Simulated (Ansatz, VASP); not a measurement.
# Two plane-wave programs on Al4GeRu

Contents of INCAR:

```
SYSTEM = Al4GeRu
PREC     = Accurate       ! precision mode
ENCUT    = 600            ! plane-wave cutoff, eV
EDIFF    = 1E-6           ! SCF threshold, eV
ISMEAR   = 0              ! smearing method
SIGMA    = 0.1            ! smearing width, eV
LREAL    = .FALSE.        ! projectors in reciprocal space
LASPH    = .TRUE.         ! aspherical terms in the spheres
NELM     = 80             ! most SCF steps
ALGO     = Fast           ! electronic algorithm
ISIF     = 3              ! what is computed and relaxed
LWAVE    = .FALSE.        ! write WAVECAR
LCHARG   = .FALSE.        ! write CHGCAR
GGA      = PE             ! functional
IBRION   = 2              ! ionic algorithm
NSW      = 100            ! ionic steps
EDIFFG   = -0.01          ! ionic threshold
```

File KPOINTS:

```
regular mesh
0
G
  12 12 8
  0 0 0
```

The input POSCAR:

```
Al4GeRu
1.0
    4.6269122531      0.0000000000      0.0000000000
   -2.3134561265      4.0070235522      0.0000000000
    0.0000000000      0.0000000000      5.1528045957
Al Ge Ru
4 1 1
Direct
    0.3333333333      0.6666666667      0.7538212829
    0.3333333333      0.6666666667      0.2461787171
    0.6666666667      0.3333333333      0.7538212829
    0.6666666667      0.3333333333      0.2461787171
    0.0000000000      0.0000000000      0.5000000000
    0.0000000000      0.0000000000      0.0000000000
```

Input for Ansatz:

```yaml
crystal:
  lattice:
    - [4.6269122531, 0.0, 0.0]
    - [-2.3134561265, 4.0070235522, 0.0]
    - [0.0, 0.0, 5.1528045957]
  atoms:
    - { symbol: Al, position: [0.3333333333, 0.6666666667, 0.7538212829] }
    - { symbol: Al, position: [0.3333333333, 0.6666666667, 0.2461787171] }
    - { symbol: Al, position: [0.6666666667, 0.3333333333, 0.7538212829] }
    - { symbol: Al, position: [0.6666666667, 0.3333333333, 0.2461787171] }
    - { symbol: Ge, position: [0.0, 0.0, 0.5] }
    - { symbol: Ru, position: [0.0, 0.0, 0.0] }
basis:
  ecutwfc: 420
kpoints:
  mp_grid: { grid: [12, 12, 8] }
hamiltonian:
  xc: pbe
scf:
  occupations: { method: gaussian, width: 0.1 }
output:
  forces: true
  stress: true
  eigenvalues: true
relax:
  adjacent_minimum: "off"
  f_tol: 0.01
  max_steps: 80
  cell: { stress_tol: 0.05 }
```

Change from the starting cell: species swapped into the HfTaB4 type (P6/mmm, No. 191).

Alike in both runs: task relaxation of cell and atoms; functional PBE; k mesh 12 × 12 × 8; occupations gaussian, width 0.1 eV; no spin polarisation.

|  | VASP | Ansatz |
| --- | --- | --- |
| version | VASP 6.6.1 | Ansatz 0.2.0 |
| potentials or method | VASP PAW PBE potentials, release 64 (Al, Ge_d, Ru_pv), cutoff 600 eV | scalar-relativistic, plane waves, PAW |
| valence electrons in the cell | 40 | 42 |

Ansatz gave:

* gap on the k mesh at the Fermi level, each at its own relaxed structure (eV): none
* relaxed volume (Å³/atom): 15.90
* relaxed cell length with the largest relative difference (Å): 5.233

**Question.** What did VASP give for the same quantities?

**Answer.** gap on the k mesh at the Fermi level, each at its own relaxed structure (eV): none; relaxed volume (Å³/atom): 15.90; relaxed cell length with the largest relative difference (Å): 5.231.

A gap of «none» marks a metal or a gap that the smearing closes. VASP's potentials hold 40 valence electrons a cell and Ansatz's 42, so a difference there can come from the potentials and not from the codes.
